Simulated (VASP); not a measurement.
# Zn (Pm-3m) in VASP: further runs

The runs below take Zn through single point, with r2SCAN, r2SCAN0.

Program: VASP 6.6.1. These are calculated values, not measurements. Logs are shortened: lines on timing, memory, paths and dates and some standing lists are left out, and cuts for length are marked.

**1. The cell of the first run**

The structure is cubic, space group Pm-3m (No. 221). Conventional cell: a = 2.581 Å, b = 2.581 Å, c = 2.581 Å, α = 90.00°, β = 90.00°, γ = 90.00°. Within 3.4 Å of Zn (site symmetry m-3m) lie 6 Zn at 2.58 Å.

This isn't the form of Zn at room conditions, which is hcp.

**2. Single point, r2SCAN**

POSCAR

```
Zn
1.0
    2.5811580155      0.0000000000      0.0000000000
    0.0000000000      2.5811580155      0.0000000000
    0.0000000000      0.0000000000      2.5811580155
Zn
1
Direct
    0.0000000000      0.0000000000      0.0000000000
```

INCAR.step1

```
PREC     = Accurate       # precision mode
ENCUT    = 520            # plane-wave cutoff, eV
ISMEAR   = -1             # smearing method
SIGMA    = 0.1            # smearing width, eV
LREAL    = False          # projectors in reciprocal space
LASPH    = True           # aspherical terms in the spheres
NELM     = 60             # most SCF steps
NBANDS   = 12             # bands
GGA      = PE             # functional
ALGO     = Normal         # electronic algorithm
EDIFF    = 1E-4           # SCF threshold, eV
LWAVE    = True           # write WAVECAR
LCHARG   = False          # write CHGCAR
```

INCAR.step2

```
PREC     = Accurate       # precision mode
ENCUT    = 520            # plane-wave cutoff, eV
EDIFF    = 1E-6           # SCF threshold, eV
ISMEAR   = -1             # smearing method
SIGMA    = 0.1            # smearing width, eV
LREAL    = False          # projectors in reciprocal space
LASPH    = True           # aspherical terms in the spheres
NELM     = 60             # most SCF steps
ALGO     = Normal         # electronic algorithm
ISIF     = 2              # what is computed and relaxed
LWAVE    = False          # write WAVECAR
LCHARG   = True           # write CHGCAR
METAGGA  = R2SCAN         # meta-GGA
LMIXTAU  = True         
LELF     = True           # ELF
LVHAR    = True         
NBANDS   = 12             # bands
ISTART   = 1
```

KPOINTS

```
Automatic mesh
0
Gamma
  6 6 6
```

Potentials or basis: VASP PAW PBE potentials, release 64 (Zn).

On the command line:

```sh
$ cat potpaw_PBE.64/Zn/POTCAR > POTCAR
$ cp INCAR.step1 INCAR
$ mpirun -np 1 vasp_std > vasp.out
$ cp INCAR.step2 INCAR
$ mpirun -np 1 vasp_std > vasp.out
```

OUTCAR:

```text
PREC = Accurate
   ENCUT = 520
   EDIFF = 1E-6
   ISMEAR = -1
   LREAL = False
   LASPH = True
   NELM = 60
   ISIF = 2
   METAGGA = R2SCAN
   ISTART = 1

 ion  position               nearest neighbor table
   1  0.000  0.000  0.000-

  LATTYP: Found a simple cubic cell.
 ALAT       =     2.5811580155

  Lattice vectors:

 A1 = (   2.5811580155,   0.0000000000,   0.0000000000)
 A2 = (   0.0000000000,   2.5811580155,   0.0000000000)
 A3 = (   0.0000000000,   0.0000000000,   2.5811580155)

Analysis of symmetry for initial positions (statically):
=====================================================================
 Subroutine PRICEL returns:
 Original cell was already a primitive cell.

 Routine SETGRP: Setting up the symmetry group for a
 simple cubic supercell.

 Subroutine GETGRP returns: Found 48 space group operations
 (whereof 48 operations were pure point group operations)
 out of a pool of 48 trial point group operations.

The static configuration has the point symmetry O_h .

Analysis of symmetry for dynamics (positions and initial velocities):
=====================================================================
 Subroutine PRICEL returns:
 Original cell was already a primitive cell.

 Routine SETGRP: Setting up the symmetry group for a
 simple cubic supercell.

 Subroutine GETGRP returns: Found 48 space group operations
 (whereof 48 operations were pure point group operations)
 out of a pool of 48 trial point group operations.

The dynamic configuration has the point symmetry O_h .

 Subroutine INISYM returns: Found 48 space group operations
 (whereof 48 operations are pure point group operations),
 and found     1 'primitive' translations

----------------------------------------------------------------------------------------

                                     Primitive cell

  volume of cell :      17.1966

  direct lattice vectors                    reciprocal lattice vectors
     2.581158015  0.000000000  0.000000000     0.387423007  0.000000000  0.000000000
     0.000000000  2.581158015  0.000000000     0.000000000  0.387423007  0.000000000
     0.000000000  0.000000000  2.581158015     0.000000000  0.000000000  0.387423007

  length of vectors
     2.581158015  2.581158015  2.581158015     0.387423007  0.387423007  0.387423007

  position of ions in fractional coordinates (direct lattice)
     0.000000000  0.000000000  0.000000000

  ion indices of the primitive-cell ions
   primitive index   ion index
                 1           1

----------------------------------------------------------------------------------------

 KPOINTS: Automatic mesh

Automatic generation of k-mesh.
 Grid dimensions read from file:
 generate k-points for:    6    6    6

 Generating k-lattice:

  Cartesian coordinates                     Fractional coordinates (reciprocal lattice)
     0.064570501  0.000000000  0.000000000     0.166666667  0.000000000  0.000000000
     0.000000000  0.064570501  0.000000000     0.000000000  0.166666667  0.000000000
     0.000000000  0.000000000  0.064570501     0.000000000  0.000000000  0.166666667

  Length of vectors
     0.064570501  0.064570501  0.064570501

  Shift w.r.t. Gamma in fractional coordinates (k-lattice)
     0.000000000  0.000000000  0.000000000

 Subroutine IBZKPT returns following result:
 ===========================================

 Found     20 irreducible k-points:

 Following reciprocal coordinates:
            Coordinates               Weight
  0.000000  0.000000  0.000000      1.000000
  0.166667  0.000000  0.000000      6.000000
  0.333333  0.000000  0.000000      6.000000
  0.500000  0.000000  0.000000      3.000000
  0.166667  0.166667  0.000000     12.000000
  0.333333  0.166667  0.000000     24.000000
[... 12 lines left out ...]
  0.500000  0.500000  0.333333      6.000000
  0.500000  0.500000  0.500000      1.000000
   k-points           NKPTS =     20   k-points in BZ     NKDIM =     20   number of bands    NBANDS=     12
   number of dos      NEDOS =    301   number of ions     NIONS =      1
   total plane-waves  NPLWV =   8000
   dimension x,y,z NGX =    20 NGY =   20 NGZ =   20
   dimension x,y,z NGXF=    40 NGYF=   40 NGZF=   40
   ions per type =               1
   NGX,Y,Z   is equivalent  to a cutoff of  12.88, 12.88, 12.88 a.u.
   NGXF,Y,Z  is equivalent  to a cutoff of  25.76, 25.76, 25.76 a.u.
 SYSTEM =  unknown system
   PREC   = accura    normal or accurate (medium, high low for compatibility)
   ISTART =      1    job   : 0-new  1-cont  2-samecut
   ICHARG =      0    charge: 1-file 2-atom 10-const
   ISPIN  =      1    spin polarized calculation?
   LNONCOLLINEAR =      F non collinear calculations
   LSORBIT =      F    spin-orbit coupling
   LASPH  =      T    aspherical Exc in radial PAW
   ENCUT  =  520.0 eV  38.22 Ry    6.18 a.u.   4.80  4.80  4.80*2*pi/ulx,y,z
   NELM   =     60;   NELMIN=  2; NELMDL=  0     # of ELM steps
   EDIFF  = 0.1E-05   stopping-criterion for ELM
   LREAL  =      F    real-space projection
   EDIFFG = 0.1E-04   stopping-criterion for IOM
   NSW    =      0    number of steps for IOM
   IBRION =     -1    ionic relax: 0-MD 1-quasi-New 2-CG
   NFREE  =      0    steps in history (QN), initial steepest desc. (CG)
   ISIF   =      2    stress and relaxation
   ISYM   =      2    0-nonsym 1-usesym 2-fastsym
   POTIM  = 0.5000    time-step for ionic-motion
   TEBEG  =    0.0;   TEEND  =   0.0 temperature during run
   PSTRESS=    0.0 pullay stress
   NELECT =      12.0000    total number of electrons
   NUPDOWN=      -1.0000    fix difference up-down
   EMIN   =  10.00;   EMAX   =-10.00  energy-range for DOS
   EFERMI =   0.00;   METHOD = LEGACY
   ISMEAR =    -1;   SIGMA  =   0.10  broadening in eV -4-tet -1-fermi 0-gaus
   EFERMI_NEDOS =   21; number of points for ismear=-14 and -15
   IALGO  =     38    algorithm
   IMIX   =      4    mixing-type and parameters
     AMIX     =   0.40;   BMIX     =  1.00
     AMIX_MAG =   1.60;   BMIX_MAG =  1.00
  volume/ion in A,a.u.               =      17.20       116.05
  Fermi-wavevector in a.u.,A,eV,Ry     =   1.452069  2.744013 28.687953  2.108505
  Thomas-Fermi vector in A             =   2.569494
   LORBIT       =      0    0 simple, 1 ext, 2 COOP (PROOUT), +10 PAW based schemes
   METAGGA = R2SCAN    functional components
   LHFCALC =     F    Hartree Fock is set to
   AEXX    =    0.0000 exact exchange contribution
   IVDW    =     0    specifies the selected vdW correction
   LEPSILON=     F    determine dielectric tensor
   LRPA    =     F    only Hartree local field effects (RPA)
 non-spin polarized calculation
  energy-cutoff  :      520.00
  volume of cell :       17.20
 maximum number of plane-waves:       480
 NGX is ok and might be reduce to    20
   NGX =  9   NGY =  9   NGZ =  9

 number of electron      11.9999966 magnetization

 Free energy of the ion-electron system (eV)
  ---------------------------------------------------
  ext. energy  EPLUGINS =         0.00000000
  ---------------------------------------------------
  free energy    TOTEN  =        -8.62786460 eV

  energy without entropy =       -8.60997376  energy(sigma->0) =       -8.61891918

 E-fermi :   1.7300     XC(G=0): -11.7272

 val. band max:        1.5725305457   @ k =   0.5000   0.3333   0.1667
 cond. band min:       1.7596955508   @ k =   0.5000   0.3333   0.0000
 fundamental gap:      0.1871650051
 Fermi energy:         1.7299918854

 k-point     1 :       0.0000    0.0000    0.0000
  band No.  band energies     occupation
      1      -7.7187      2.00000
      2      -6.3835      2.00000
      3      -6.3835      2.00000
      4      -5.0748      2.00000
      5      -5.0748      2.00000
      6      -5.0748      2.00000
      7      15.3497      0.00000
      8      15.3497      0.00000
      9      15.3497      0.00000
     10      18.0939      0.00000
     11      18.0939      0.00000
     12      21.9519      0.00000

 k-point     2 :       0.1667    0.0000    0.0000
  band No.  band energies     occupation
      1      -7.0972      2.00000
      2      -6.3475      2.00000
      3      -6.1579      2.00000
      4      -5.1725      2.00000
      5      -5.1725      2.00000
      6      -5.0666      2.00000
      7       9.7279      0.00000
      8      16.1177      0.00000
      9      16.1177      0.00000
     10      18.5946      0.00000
     11      20.7983      0.00000
     12      26.3299      0.00000

 k-point     3 :       0.3333    0.0000    0.0000
  band No.  band energies     occupation
      1      -6.3340      2.00000
      2      -6.2751      2.00000
      3      -5.3620      2.00000
      4      -5.3620      2.00000
      5      -5.0502      2.00000
      6      -4.5153      2.00000
      7       3.7887      0.00000
      8      18.2402      0.00000
      9      18.2402      0.00000
     10      20.1443      0.00000
     11      22.1163      0.00000
     12      26.8633      0.00000
[... 226 lines left out ...]
 k-point    19 :       0.5000    0.5000    0.3333
  band No.  band energies     occupation
      1      -6.1513      2.00000
      2      -5.9334      2.00000
      3      -5.9334      2.00000
      4      -5.0795      2.00000
      5      -4.7512      2.00000
      6       6.2394      0.00000
      7       6.2394      0.00000
      8       6.6931      0.00000
      9      10.8203      0.00000
     10      15.9558      0.00000
     11      16.1213      0.00000
     12      16.1213      0.00000

 k-point    20 :       0.5000    0.5000    0.5000
  band No.  band energies     occupation
      1      -6.0908      2.00000
      2      -6.0908      2.00000
      3      -6.0908      2.00000
      4      -4.7460      2.00000
      5      -4.7460      2.00000
      6       7.9506      0.00000
      7       7.9506      0.00000
      8       7.9506      0.00000
      9      13.1024      0.00000
     10      13.3237      0.00000
     11      13.3237      0.00000
     12      13.3250      0.00000

------------------------ aborting loop because EDIFF is reached ----------------------------------------

  FORCE on cell =-STRESS in cart. coord.  units (eV):
  Direction    XX          YY          ZZ          XY          YZ          ZX
  --------------------------------------------------------------------------------------
  -------------------------------------------------------------------------------------
  Total        0.1853321      0.1853321      0.1853321      0.0000000     -0.0000000      0.0000000
  in kB       17.2670190     17.2670190     17.2670190      0.0000000     -0.0000000      0.0000000
  external PRESSURE =      17.2670190 kB  Pullay stress =       0.0000000 kB

 VOLUME and BASIS-vectors are now :
 -----------------------------------------------------------------------------
  energy-cutoff  :      520.00
  volume of cell :       17.20
      direct lattice vectors                 reciprocal lattice vectors
     2.581158015  0.000000000  0.000000000     0.387423007  0.000000000  0.000000000
     0.000000000  2.581158015  0.000000000     0.000000000  0.387423007  0.000000000
     0.000000000  0.000000000  2.581158015     0.000000000  0.000000000  0.387423007

 POSITION                                       TOTAL-FORCE (eV/Angst)
 -----------------------------------------------------------------------------------
      0.00000      0.00000      0.00000         0.000000      0.000000      0.000000
 -----------------------------------------------------------------------------------
    total drift:                               -0.000000      0.000000      0.000000

  FREE ENERGIE OF THE ION-ELECTRON SYSTEM (eV)
  ---------------------------------------------------
  free  energy   TOTEN  =        -8.6278645954 eV

  energy  without entropy=       -8.6099737621  energy(sigma->0) =       -8.61891918
```

Run time: 14 s. Hardware: 1 thread of Intel Xeon Platinum 8259CL at 2.50GHz (Skylake/Cascade Lake), shared host; peak memory 0.13 GiB.

Results:

* Free energy: -8.6279 eV
* Pressure: 1.7 GPa
* Band gap on the k mesh: zero (bands 6 and 7 overlap by 8.90 eV)

Caveat: the k points lie up to 0.41 Å⁻¹ apart, too coarse for converged energies and pressures of a metal; the PAW data sets were made with another functional, which shifts forces and pressure a little.

**3. Single point, r2SCAN0**

POSCAR is that of step 2.

INCAR.step1

```
SYSTEM = Zn
PREC = Accurate
ENCUT = 520
EDIFF = 1E-5
ISMEAR = -1
SIGMA = 0.1
LREAL = .FALSE.
LASPH = .TRUE.
NELM = 100
ALGO = Normal
ISIF = 2
LWAVE = .TRUE.
NBANDS = 12
GGA = PE
```

INCAR.step2

```
SYSTEM = Zn
PREC = Accurate
ENCUT = 520
EDIFF = 1E-6
ISMEAR = -1
SIGMA = 0.1
LREAL = .FALSE.
LASPH = .TRUE.
NELM = 100
ALGO = Normal
ISIF = 2
LWAVE = .FALSE.
LCHARG = .TRUE.
METAGGA = R2SCAN
LHFCALC = .TRUE.
AEXX = 0.25
LMIXTAU = .TRUE.
PRECFOCK = Normal
LELF = .TRUE.
LVHAR = .TRUE.
NBANDS = 12
ISTART = 1
```

KPOINTS

```
Automatic mesh
0
G
  6 6 6
  0 0 0
```

Potentials or basis: VASP PAW PBE potentials, release 64 (Zn).

On the command line:

```sh
$ cat potpaw_PBE.64/Zn/POTCAR > POTCAR
$ cp INCAR.step1 INCAR
$ mpirun -np 1 vasp_std > vasp.out
$ cp INCAR.step2 INCAR
$ mpirun -np 1 vasp_std > vasp.out
```

Run time: 9 min. Hardware: 1 thread of Intel Xeon Platinum 8259CL at 2.50GHz (Skylake/Cascade Lake), shared host; peak memory 0.14 GiB.

Results (log left out):

| Quantity | Value |
| --- | --- |
| Free energy | -6.9704 eV |
| Pressure | 4.4 GPa |
| Band gap on the k mesh | zero (bands 6 and 7 overlap by 10.87 eV) |

Levels at points of the mesh, in eV from the Fermi level:
```csv
k point,band 3,band 4,band 5,band 6,band 7,band 8,band 9,band 10
"(0.00, 0.00, 0.00)",-10.70,-9.39,-9.39,-9.39,14.82,14.82,14.82,17.49
"(0.50, 0.00, 0.00)",-9.77,-9.77,-9.36,-3.62,-3.61,20.01,20.01,22.01
"(0.50, 0.50, 0.00)",-9.70,-9.70,-9.02,2.21,2.21,4.06,7.52,25.88
"(0.50, 0.50, 0.50)",-10.41,-9.00,-9.00,7.26,7.26,7.26,12.46,12.46
```

Caveat: the k points lie up to 0.41 Å⁻¹ apart, too coarse for converged energies and pressures of a metal; the PAW data sets were made with another functional, which shifts forces and pressure a little.

The gap in the log of VASP goes by the Fermi energy; the results here count the filled bands.